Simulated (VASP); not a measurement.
# Rh (I4/mmm) in VASP: further runs

Runs on Rh. Level: LDA. Tasks: single point.

All numbers are computed with VASP 6.6.1; they aren't measurements. Logs are shortened: lines on timing, memory, paths and dates and some standing lists are left out, and cuts for length are marked.

### 1 The cell of the first run

The structure is tetragonal, space group I4/mmm (No. 139). The conventional cell has a = 2.632 Å, b = 2.632 Å, c = 4.021 Å, α = 90.00°, β = 90.00°, γ = 90.00°. Within 3.5 Å of Rh (site symmetry 4/mmm) lie 12 Rh at 2.63 to 2.74 Å.

### 2 Single point, LDA (13.93 Å³/atom)

Input file INCAR:

```
SYSTEM = Rh
ALGO = Fast ; EDIFF = 1E-6
ENCUT = 520 ; ISIF = 2
ISMEAR = 0 ; LASPH = .TRUE.
LCHARG = .TRUE. ; LELF = .TRUE.
LREAL = .FALSE. ; LVHAR = .TRUE.
LWAVE = .FALSE. ; NBANDS = 14
NELM = 100 ; PREC = Accurate
SIGMA = 0.15
```

Input file KPOINTS:

```
k-points
0
G
  22 22 22
  0 0 0
```

Input file POSCAR:

```
Rh
1.0
    0.0000000000      1.8612856598      2.0107468982
    1.8612856598      0.0000000000      2.0107468982
    1.8612856598      1.8612856598      0.0000000000
Rh
1
Direct
    0.0000000000      0.0000000000      0.0000000000
```

Potentials or basis: VASP PAW LDA potentials, release 64 (Rh_pv).

The run is started by

```console
$ cat potpaw_LDA.64/Rh_pv/POTCAR > POTCAR
$ mpirun -np 1 vasp_std > vasp.out
```

OUTCAR:

```text
SYSTEM = Rh
   EDIFF = 1E-6
   ENCUT = 520
   ISIF = 2
   ISMEAR = 0
   LASPH = .TRUE.
   LREAL = .FALSE.
   NELM = 100
   PREC = Accurate

 ion  position               nearest neighbor table
   1  0.000  0.000  0.000-

  LATTYP: Found a body centered tetragonal cell.
 ALAT       =     2.6322554235
 C/A-ratio  =     1.5277749114

  Lattice vectors:

 A1 = (  -1.8612856598,   0.0000000000,   2.0107468982)
 A2 = (   1.8612856598,   0.0000000000,   2.0107468982)
 A3 = (   0.0000000000,   1.8612856598,  -2.0107468982)

Analysis of symmetry for initial positions (statically):
=====================================================================
 Subroutine PRICEL returns:
 Original cell was already a primitive cell.

 Routine SETGRP: Setting up the symmetry group for a
 body centered tetragonal supercell.

 Subroutine GETGRP returns: Found 16 space group operations
 (whereof 16 operations were pure point group operations)
 out of a pool of 16 trial point group operations.

The static configuration has the point symmetry D_4h.

Analysis of symmetry for dynamics (positions and initial velocities):
=====================================================================
 Subroutine PRICEL returns:
 Original cell was already a primitive cell.

 Routine SETGRP: Setting up the symmetry group for a
 body centered tetragonal supercell.

 Subroutine GETGRP returns: Found 16 space group operations
 (whereof 16 operations were pure point group operations)
 out of a pool of 16 trial point group operations.

The dynamic configuration has the point symmetry D_4h.

 Subroutine INISYM returns: Found 16 space group operations
 (whereof 16 operations are pure point group operations),
 and found     1 'primitive' translations

----------------------------------------------------------------------------------------

                                     Primitive cell

  volume of cell :      13.9320

  direct lattice vectors                    reciprocal lattice vectors
     0.000000000  1.861285660  2.010746898    -0.268631522  0.268631522  0.248663818
     1.861285660  0.000000000  2.010746898     0.268631522 -0.268631522  0.248663818
     1.861285660  1.861285660  0.000000000     0.268631522  0.268631522 -0.248663818

  length of vectors
     2.739979452  2.739979452  2.632255424     0.454047887  0.454047887  0.454047887

  position of ions in fractional coordinates (direct lattice)
     0.000000000  0.000000000  0.000000000

  ion indices of the primitive-cell ions
   primitive index   ion index
                 1           1

----------------------------------------------------------------------------------------

 KPOINTS: k-points

Automatic generation of k-mesh.
 Grid dimensions read from file:
 generate k-points for:   22   22   22

 Generating k-lattice:

  Cartesian coordinates                     Fractional coordinates (reciprocal lattice)
    -0.012210524  0.012210524  0.011302901     0.045454545 -0.000000000  0.000000000
     0.012210524 -0.012210524  0.011302901    -0.000000000  0.045454545  0.000000000
     0.012210524  0.012210524 -0.011302901     0.000000000  0.000000000  0.045454545

  Length of vectors
     0.020638540  0.020638540  0.020638540

  Shift w.r.t. Gamma in fractional coordinates (k-lattice)
     0.000000000  0.000000000  0.000000000

 Subroutine IBZKPT returns following result:
 ===========================================

 Found    834 irreducible k-points:

 Following reciprocal coordinates:
            Coordinates               Weight
  0.000000  0.000000  0.000000      1.000000
  0.045455 -0.000000  0.000000      8.000000
  0.090909 -0.000000  0.000000      8.000000
  0.136364 -0.000000  0.000000      8.000000
  0.181818 -0.000000  0.000000      8.000000
  0.227273 -0.000000  0.000000      8.000000
[... 16 lines left out ...]
  0.500000  0.045455  0.000000      8.000000
 -0.454545  0.045455  0.000000      8.000000
 [... further k-points ...]
   k-points           NKPTS =    834   k-points in BZ     NKDIM =    834   number of bands    NBANDS=     14
   number of dos      NEDOS =    301   number of ions     NIONS =      1
   total plane-waves  NPLWV =   8000
   dimension x,y,z NGX =    20 NGY =   20 NGZ =   20
   dimension x,y,z NGXF=    40 NGYF=   40 NGZF=   40
   ions per type =               1
   NGX,Y,Z   is equivalent  to a cutoff of  12.13, 12.13, 12.63 a.u.
   NGXF,Y,Z  is equivalent  to a cutoff of  24.27, 24.27, 25.26 a.u.
 SYSTEM =  Rh
   PREC   = accura    normal or accurate (medium, high low for compatibility)
   ISTART =      0    job   : 0-new  1-cont  2-samecut
   ICHARG =      2    charge: 1-file 2-atom 10-const
   ISPIN  =      1    spin polarized calculation?
   LNONCOLLINEAR =      F non collinear calculations
   LSORBIT =      F    spin-orbit coupling
   LASPH  =      T    aspherical Exc in radial PAW
   ENCUT  =  520.0 eV  38.22 Ry    6.18 a.u.   5.09  5.09  4.89*2*pi/ulx,y,z
   NELM   =    100;   NELMIN=  2; NELMDL= -5     # of ELM steps
   EDIFF  = 0.1E-05   stopping-criterion for ELM
   LREAL  =      F    real-space projection
   EDIFFG = 0.1E-04   stopping-criterion for IOM
   NSW    =      0    number of steps for IOM
   IBRION =     -1    ionic relax: 0-MD 1-quasi-New 2-CG
   NFREE  =      0    steps in history (QN), initial steepest desc. (CG)
   ISIF   =      2    stress and relaxation
   ISYM   =      2    0-nonsym 1-usesym 2-fastsym
   POTIM  = 0.5000    time-step for ionic-motion
   TEBEG  =    0.0;   TEEND  =   0.0 temperature during run
   PSTRESS=    0.0 pullay stress
   NELECT =      15.0000    total number of electrons
   NUPDOWN=      -1.0000    fix difference up-down
   EMIN   =  10.00;   EMAX   =-10.00  energy-range for DOS
   EFERMI =   0.00;   METHOD = LEGACY
   ISMEAR =     0;   SIGMA  =   0.15  broadening in eV -4-tet -1-fermi 0-gaus
   EFERMI_NEDOS =   21; number of points for ismear=-14 and -15
   IALGO  =     68    algorithm
   IMIX   =      4    mixing-type and parameters
     AMIX     =   0.40;   BMIX     =  1.00
     AMIX_MAG =   1.60;   BMIX_MAG =  1.00
  volume/ion in A,a.u.               =      13.93        94.02
  Fermi-wavevector in a.u.,A,eV,Ry     =   1.677905  3.170781 38.305380  2.815366
  Thomas-Fermi vector in A             =   2.762089
   LORBIT       =      0    0 simple, 1 ext, 2 COOP (PROOUT), +10 PAW based schemes
   GGA     = CA    functional components
   LHFCALC =     F    Hartree Fock is set to
   AEXX    =    0.0000 exact exchange contribution
   IVDW    =     0    specifies the selected vdW correction
   LEPSILON=     F    determine dielectric tensor
   LRPA    =     F    only Hartree local field effects (RPA)
 non-spin polarized calculation
 RMM-DIIS sequential band-by-band and
 Gauss-broadening in eV      SIGMA  =   0.15
  energy-cutoff  :      520.00
  volume of cell :       13.93
 maximum number of plane-waves:       388
   NGX = 11   NGY = 11   NGZ =  9

 number of electron      15.0000004 magnetization

 Free energy of the ion-electron system (eV)
  ---------------------------------------------------
  ext. energy  EPLUGINS =         0.00000000
  ---------------------------------------------------
  free energy    TOTEN  =        -8.61978467 eV

  energy without entropy =       -8.60435591  energy(sigma->0) =       -8.61207029

 E-fermi :  11.4556     XC(G=0): -14.2658

 val. band max:       11.4537926914   @ k =  -0.2273  -0.0000   0.0909
 cond. band min:      11.4637794260   @ k =   0.4545   0.3636   0.0909
 fundamental gap:      0.0099867346
 Fermi energy:        11.4556101199

 k-point     1 :       0.0000    0.0000    0.0000
  band No.  band energies     occupation
      1     -34.6951      2.00000
      2     -34.6540      2.00000
      3     -34.6540      2.00000
      4       3.5351      2.00000
      5       7.8682      2.00000
      6       8.7416      2.00000
      7       8.7416      2.00000
      8       9.9472      2.00000
      9      10.9925      1.99999
     10      27.5269      0.00000
     11      31.3266      0.00000
     12      31.8657      0.00000
     13      33.5233      0.00000
     14      33.5233      0.00000

 k-point     2 :       0.0455   -0.0000    0.0000
  band No.  band energies     occupation
      1     -34.7015      2.00000
      2     -34.6655      2.00000
      3     -34.6552      2.00000
      4       3.6182      2.00000
      5       7.8868      2.00000
      6       8.7171      2.00000
      7       8.7736      2.00000
      8       9.9391      2.00000
      9      10.9650      2.00000
     10      27.6455      0.00000
     11      31.2974      0.00000
     12      31.8658      0.00000
     13      33.1672      0.00000
     14      33.6459      0.00000

 k-point     3 :       0.0909   -0.0000    0.0000
  band No.  band energies     occupation
      1     -34.7315      2.00000
      2     -34.6878      2.00000
      3     -34.6587      2.00000
      4       3.8605      2.00000
      5       7.9291      2.00000
      6       8.6568      2.00000
      7       8.8635      2.00000
      8       9.9288      2.00000
      9      10.8913      2.00000
     10      27.9737      0.00000
     11      30.8997      0.00000
     12      31.8663      0.00000
     13      32.7924      0.00000
     14      34.0041      0.00000
[... 324 lines left out ...]
 k-point    23 :       0.5000    0.0455    0.0000
  band No.  band energies     occupation
      1     -35.3806      2.00000
      2     -34.8269      2.00000
      3     -34.7159      2.00000
      4       5.4687      2.00000
      5       7.9125      2.00000
      6       8.8402      2.00000
      7      11.3546      1.65927
      8      11.8548      0.00017
      9      13.0195      0.00000
     10      20.0028      0.00000
     11      26.8466      0.00000
     12      31.8480      0.00000
     13      31.8921      0.00000
     14      33.1121      0.00000

 k-point    24 :      -0.4545    0.0455    0.0000
  band No.  band energies     occupation
      1     -35.3801      2.00000
      2     -34.8277      2.00000
      3     -34.7131      2.00000
      4       5.4741      2.00000
      5       7.9360      2.00000
      6       8.8341      2.00000
      7      11.2889      1.88391
      8      11.7756      0.00255
      9      13.0617      0.00000
     10      20.0927      0.00000
     11      26.8624      0.00000
     12      31.7509      0.00000
     13      31.8714      0.00000
     14      33.3601      0.00000

 [... further k-points ...]

------------------------ aborting loop because EDIFF is reached ----------------------------------------

  FORCE on cell =-STRESS in cart. coord.  units (eV):
  Direction    XX          YY          ZZ          XY          YZ          ZX
  --------------------------------------------------------------------------------------
  -------------------------------------------------------------------------------------
  Total       -0.5506921     -0.5506921     -2.1788466      0.0000000      0.0000000      0.0000000
  in kB      -63.3294832    -63.3294832   -250.5669372      0.0000000      0.0000000      0.0000000
  external PRESSURE =    -125.7419678 kB  Pullay stress =       0.0000000 kB

 VOLUME and BASIS-vectors are now :
 -----------------------------------------------------------------------------
  energy-cutoff  :      520.00
  volume of cell :       13.93
      direct lattice vectors                 reciprocal lattice vectors
     0.000000000  1.861285660  2.010746898    -0.268631522  0.268631522  0.248663818
     1.861285660  0.000000000  2.010746898     0.268631522 -0.268631522  0.248663818
     1.861285660  1.861285660  0.000000000     0.268631522  0.268631522 -0.248663818

 POSITION                                       TOTAL-FORCE (eV/Angst)
 -----------------------------------------------------------------------------------
      0.00000      0.00000      0.00000         0.000000      0.000000      0.000000
 -----------------------------------------------------------------------------------
    total drift:                                0.000000     -0.000000      0.000000

  FREE ENERGIE OF THE ION-ELECTRON SYSTEM (eV)
  ---------------------------------------------------
  free  energy   TOTEN  =        -8.6197846686 eV

  energy  without entropy=       -8.6043559056  energy(sigma->0) =       -8.61207029
```

It took 3 min on 1 thread of Intel Xeon 8259CL, shared host; peak memory 0.25 GiB.

Results:

```
Free energy            : -8.6198 eV
Pressure               : -12.6 GPa
Band gap on the k mesh : zero (an odd number of electrons rules out a gap without spin polarisation)
```

Stress tensor (GPa, compression positive):
```
 -6.33   0.00   0.00
  0.00  -6.33   0.00
  0.00   0.00 -25.06
```

Levels at points of the mesh, in eV from the Fermi level:
| k point | band 3 | band 4 | band 5 | band 6 | band 7 | band 8 | band 9 | band 10 | band 11 | band 12 |
| --- | --- | --- | --- | --- | --- | --- | --- | --- | --- | --- |
| (0.00, 0.00, 0.00) | -46.11 | -7.92 | -3.59 | -2.71 | -2.71 | -1.51 | -0.46 | 16.07 | 19.87 | 20.41 |
| (0.50, 0.00, 0.00) | -46.17 | -6.05 | -3.50 | -2.67 | 0.39 | 0.74 | 0.76 | 8.50 | 15.33 | 20.41 |
| (0.50, 0.50, 0.00) | -46.31 | -6.19 | -5.84 | 0.64 | 0.92 | 0.92 | 2.17 | 10.68 | 14.10 | 14.10 |
| (0.50, 0.00, 0.50) | -46.37 | -6.22 | -5.83 | 0.48 | 0.59 | 1.38 | 3.75 | 12.36 | 12.81 | 13.10 |

Caveat: the stress differs along the axes, from -25 to -6 GPa.

### 3 Single point, LDA (11.11 Å³/atom)

This run uses another cell than the first one, of 11.11 Å³/atom.

Input file INCAR:

```
PREC = Accurate
ENCUT = 520
EDIFF = 1E-7
ISMEAR = 0
SIGMA = 0.15
LREAL = F
LASPH = T
NELM = 80
ALGO = Normal
ISIF = 2
LWAVE = F
LCHARG = F
NBANDS = 14
```

Input file KPOINTS:

```
Automatic mesh
0
Gamma
  22 22 22
```

Input file POSCAR:

```
Rh
1.0
    0.0000000000      1.7260229357      1.8646225774
    1.7260229357      0.0000000000      1.8646225774
    1.7260229357      1.7260229357      0.0000000000
Rh
1
Direct
    0.0000000000      0.0000000000      0.0000000000
```

Potentials or basis: VASP PAW LDA potentials, release 64 (Rh_pv).

The run is started by

```console
$ cat potpaw_LDA.64/Rh_pv/POTCAR > POTCAR
$ mpirun -np 1 vasp_std > vasp.out
```

It took 46 s on 1 thread of AMD EPYC 9R45 (Zen 5), shared host; peak memory 0.19 GiB.

It converged, with:

- Free energy: -8.1326 eV
- Pressure: 89.0 GPa
- Band gap on the k mesh: zero (an odd number of electrons rules out a gap without spin polarisation)

Stress tensor (GPa, compression positive):
```
101.08   0.00   0.00
  0.00 101.08   0.00
  0.00   0.00  64.70
```

Levels at points of the mesh, in eV from the Fermi level:
```csv
k point,band 4,band 5,band 6,band 7,band 8,band 9,band 10,band 11
"(0.00, 0.00, 0.00)",-9.64,-5.04,-3.87,-3.87,-2.13,-0.65,15.62,19.81
"(0.50, 0.00, 0.00)",-8.19,-4.96,-3.84,0.60,0.60,1.12,11.19,15.07
"(0.50, 0.50, 0.00)",-8.58,-8.17,0.96,1.39,1.39,2.42,13.74,15.51
"(0.50, 0.00, 0.50)",-8.72,-8.20,0.73,0.90,2.03,4.31,13.35,14.81
```

Caveat: the stress differs along the axes, from 65 to 101 GPa.

### 4 Single point, LDA (14.64 Å³/atom)

This run uses another cell than the first one, of 14.64 Å³/atom.

Input file INCAR:

```
SYSTEM = Rh
PREC = Accurate
ENCUT = 520
EDIFF = 1E-6
ISMEAR = 0
SIGMA = 0.15
LREAL = .FALSE.
LASPH = .TRUE.
NELM = 60
ALGO = Fast
ISIF = 2
LWAVE = .FALSE.
LCHARG = .FALSE.
NBANDS = 14
```

Input file KPOINTS:

```
Automatic mesh
0
G
  22 22 22
  0 0 0
```

Input file POSCAR:

```
Rh
1.0
    0.0000000000      1.8921659967      2.0441069262
    1.8921659967      0.0000000000      2.0441069262
    1.8921659967      1.8921659967      0.0000000000
Rh
1
Direct
    0.0000000000      0.0000000000      0.0000000000
```

The run is started by

```console
$ cat potpaw_LDA.64/Rh_pv/POTCAR > POTCAR
$ mpirun -np 1 vasp_std > vasp.out
```

It took 86 s on 1 thread of AMD EPYC 9R45 (Zen 5), shared host; peak memory 0.22 GiB.

It converged, with:

```
Free energy            : -8.5399 eV
Pressure               : -23.1 GPa
Band gap on the k mesh : zero (an odd number of electrons rules out a gap without spin polarisation)
```

Stress tensor (GPa, compression positive):
```
-17.77   0.00   0.00
  0.00 -17.77   0.00
  0.00   0.00 -33.76
```

Levels at points of the mesh, in eV from the Fermi level:
```
           k point  band 5  band 6  band 7  band 8  band 9  band 10
(0.00, 0.00, 0.00)   -3.33   -2.51   -2.51   -1.40   -0.43    16.09
(0.50, 0.00, 0.00)   -3.24   -2.46    0.36    0.69    0.80     8.01
(0.50, 0.50, 0.00)   -5.42    0.58    0.84    0.84    2.16    10.11
(0.50, 0.00, 0.50)   -5.40    0.44    0.54    1.27    3.68    12.14
```

Caveat: the stress differs along the axes, from -34 to -18 GPa.

### 5 Single point, LDA (15.34 Å³/atom)

This run uses another cell than the first one, of 15.34 Å³/atom.

Input file INCAR:

```
SYSTEM = Rh
PREC = Accurate ; ENCUT = 520
EDIFF = 1E-6 ; ISMEAR = 0
SIGMA = 0.15 ; LREAL = .FALSE.
LASPH = .TRUE. ; NELM = 60
ALGO = Fast ; ISIF = 2
LWAVE = .FALSE. ; LCHARG = .TRUE.
GGA = CA ; LELF = .TRUE.
LVHAR = .TRUE. ; NBANDS = 14
```

KPOINTS is that of step 4.

Input file POSCAR:

```
Rh
1.0
    0.0000000000      1.9221117685      2.0764573435
    1.9221117685      0.0000000000      2.0764573435
    1.9221117685      1.9221117685      0.0000000000
Rh
1
Direct
    0.0000000000      0.0000000000      0.0000000000
```

The run is started by

```console
$ cat potpaw_LDA.64/Rh_pv/POTCAR > POTCAR
$ mpirun -np 1 vasp_std > vasp.out
```

It took 1.7 min on 1 thread of AMD EPYC 9R45 (Zen 5), shared host; peak memory 0.23 GiB.

The run converged. Its results:

| Item | Value |
| --- | --- |
| Free energy | -8.4204 eV |
| Pressure | -30.9 GPa |
| Band gap on the k mesh | zero (an odd number of electrons rules out a gap without spin polarisation) |

Stress tensor (GPa, compression positive):
```
-26.31   0.00   0.00
  0.00 -26.31   0.00
  0.00   0.00 -40.02
```

Levels at points of the mesh, in eV from the Fermi level:
| k point | band 4 | band 5 | band 6 | band 7 | band 8 | band 9 | band 10 | band 11 |
| --- | --- | --- | --- | --- | --- | --- | --- | --- |
| (0.00, 0.00, 0.00) | -7.23 | -3.10 | -2.33 | -2.33 | -1.30 | -0.40 | 16.09 | 19.56 |
| (0.50, 0.00, 0.00) | -5.29 | -3.01 | -2.28 | 0.32 | 0.64 | 0.86 | 7.58 | 15.28 |
| (0.50, 0.50, 0.00) | -5.36 | -5.05 | 0.54 | 0.77 | 0.77 | 2.17 | 9.60 | 13.52 |
| (0.50, 0.00, 0.50) | -5.36 | -5.02 | 0.40 | 0.49 | 1.17 | 3.62 | 11.61 | 11.92 |

Caveat: the stress differs along the axes, from -40 to -26 GPa.

### 6 Summary

```csv
cell,gap on the mesh (eV),pressure (GPa)
"a = 2.740, b = 2.740, c = 2.632 Å, angles 61.3, 61.3, 57.4°, 1 atom",none,-12.6
"a = 2.541, b = 2.541, c = 2.441 Å, angles 61.3, 61.3, 57.4°, 1 atom",none,89.0
"a = 2.785, b = 2.785, c = 2.676 Å, angles 61.3, 61.3, 57.4°, 1 atom",none,-23.1
"a = 2.830, b = 2.830, c = 2.718 Å, angles 61.3, 61.3, 57.4°, 1 atom",none,-30.9
```

Alike in all rows: task single point; level LDA; potentials or basis VASP PAW LDA potentials, release 64 (Rh_pv); no spin polarisation; k mesh 22 × 22 × 22; cutoff (eV) 520; smearing gaussian 0.15 eV.

Caveats: the stress differs along the axes, from -25 to -6 GPa (at least some runs); the stress differs along the axes, from 65 to 101 GPa (at least some runs); the stress differs along the axes, from -34 to -18 GPa (at least some runs); the stress differs along the axes, from -40 to -26 GPa (at least some runs).

Absolute energies hang on the potentials; compare differences alone.
